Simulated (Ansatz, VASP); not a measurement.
## Hf in VASP and in Ansatz

```
CELL_PARAMETERS angstrom
-1.80500 1.80500 1.80500
1.80500 -1.80500 1.80500
1.80500 1.80500 -1.80500
ATOMIC_POSITIONS crystal
Hf 0.00000 0.00000 0.00000
```

Alike in both runs: functional PBE-based screened hybrid; k mesh 5 × 5 × 5; occupations fermi-dirac, width 0.05 eV; no spin polarisation.

```csv
,VASP,Ansatz
version,VASP 6.6.1,Ansatz 0.2.0
potentials or method,"VASP PAW PBE potentials, release 64 (Hf_pv)",Ansatz PAW
plane-wave cutoff (eV),520,420
valence electrons in the cell,10,26
task,single point,band structure
```

```tsv
	VASP	Ansatz	Ansatz less VASP
gap on the k mesh at the Fermi level (eV)	none	none	-
pressure (GPa)	-5.6	-3.6	+1.97
```

VASP's potentials were made for PBE, not for PBE-based screened hybrid. A gap of «none» marks a metal or a gap that the smearing closes. VASP's potentials hold 10 valence electrons a cell and Ansatz's 26, so a difference there can come from the potentials and not from the codes.

The k mesh is coarse, so the values compare programs but aren't converged. Spin-orbit coupling is off throughout.
